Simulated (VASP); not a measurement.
A run of VASP 6.6.1 is set up as follows.

File POSCAR:

```
Hf
1.0
   -1.8050000000      1.8050000000      1.8050000000
    1.8050000000     -1.8050000000      1.8050000000
    1.8050000000      1.8050000000     -1.8050000000
Hf
1
Direct
    0.0000000000      0.0000000000      0.0000000000
```

The input INCAR.step1:

```
ALGO = Normal ; EDIFF = 1E-5
ENCUT = 550 ; GGA = PE
GGA_COMPAT = False ; ISMEAR = -5
LASPH = True ; LCHARG = False
LREAL = False ; LWAVE = True
NBANDS = 11 ; NELM = 120
PREC = Accurate ; SIGMA = 0.05
```

The input INCAR.step2:

```
ALGO = Normal ; BPARAM = 11.95
CPARAM = 0.0093 ; EDIFF = 1E-6
ENCUT = 550 ; GGA_COMPAT = False
ISIF = 2 ; ISMEAR = -5
ISTART = 1 ; IVDW_NL = 2
LASPH = True ; LCHARG = False
LMIXTAU = True ; LREAL = False
LUSE_VDW = True ; LWAVE = False
METAGGA = R2SCAN ; NBANDS = 11
NELM = 120 ; PREC = Accurate
SIGMA = 0.05
```

File KPOINTS:

```
k-points
0
Gamma
  10 10 10
```

Potentials or basis: VASP PAW PBE potentials, release 64 (Hf_pv).

The run is started by

```bash
$ cat potpaw_PBE.64/Hf_pv/POTCAR > POTCAR
$ cp INCAR.step1 INCAR
$ mpirun -np 1 vasp_std > vasp.out
$ cp INCAR.step2 INCAR
$ mpirun -np 1 vasp_std > vasp.out
```

(1) Estimate the band gap on the k mesh.

(2) Estimate the pressure.

Answers

(1) zero (bands 5 and 6 overlap by 2.45 eV).

(2) -6.6 GPa.

Caveat: the cell stands under tension; the PAW data sets were made with another functional, which shifts forces and pressure a little; spin-orbit coupling is left out, which moves the levels of the heavy elements; tetrahedron occupations give inexact forces and stress in metals.
